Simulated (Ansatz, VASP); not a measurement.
## One calculation of N, two programs

File INCAR:

```
SYSTEM = N
  PREC = Accurate
  ENCUT = 520
  EDIFF = 1E-8
  ISMEAR = -1
  SIGMA = 0.02
  LREAL = .FALSE.
  LASPH = .TRUE.
  NELM = 60
  ALGO = Normal
  ISIF = 2
  LWAVE = .FALSE.
  LCHARG = .FALSE.
  GGA = PS
  LEFG = .TRUE.
  NBANDS = 18
```

Contents of KPOINTS:

```
Automatic mesh
0
G
  4 4 4
  0 0 0
```

Contents of POSCAR:

```
N
1.0
    5.6677675797      0.0000000000      0.0000000000
    0.0000000000      5.6677675797      0.0000000000
    0.0000000000      0.0000000000      5.6677675797
N
4
Direct
    0.0300000000      0.0300000000      0.0300000000
    0.4700000000      0.9700000000      0.5300000000
    0.5300000000      0.4700000000      0.9700000000
    0.9700000000      0.5300000000      0.4700000000
```

Input for Ansatz:

```yaml
crystal:
  lattice:
    - [5.6677675797, 0.0, 0.0]
    - [0.0, 5.6677675797, 0.0]
    - [0.0, 0.0, 5.6677675797]
  atoms:
    - { symbol: "N", position: [0.03, 0.03, 0.03] }
    - { symbol: "N", position: [0.47, 0.97, 0.53] }
    - { symbol: "N", position: [0.53, 0.47, 0.97] }
    - { symbol: "N", position: [0.97, 0.53, 0.47] }
kpoints:
  mp_grid: { grid: [4, 4, 4] }
scf:
  occupations: { method: fermi_dirac, width: 0.02 }
hamiltonian:
  xc: pbesol
  pseudopotentials: { kind: all_electron, datasets: crystal }
output:
  forces: true
  stress: true
  eigenvalues: true
  efg: { contact_densities: true }
```

Change from the starting cell: volume scaled by 1.01, crystal datasets.

Alike in both runs: task electric field gradients; functional PBEsol; k mesh 4 × 4 × 4; occupations fermi-dirac, width 0.02 eV; no spin polarisation.

```csv
,VASP,Ansatz
version,VASP 6.6.1,Ansatz 0.2.0
potentials or method,"VASP PAW PBE potentials, release 64 (N), cutoff 520 eV","all-electron PAW with datasets made for the crystal, scalar-relativistic"
```

|  | VASP | Ansatz | Ansatz less VASP |
| --- | --- | --- | --- |
| pressure (GPa) | -4.0 | -4.0 | +0.04 |
| rms of the force components (eV/Å) | 0.223 | 0.223 | +0.0002 |
| size of Vzz on the site where it differs most (V/Å²) | 6.0 | 5.9 | -0.08 |

VASP's potentials were made for PBE, not for PBEsol. Atom by atom the forces differ by 0.000 eV/Å (rms over components). Ansatz ran all-electron here, and VASP with PAW potentials.
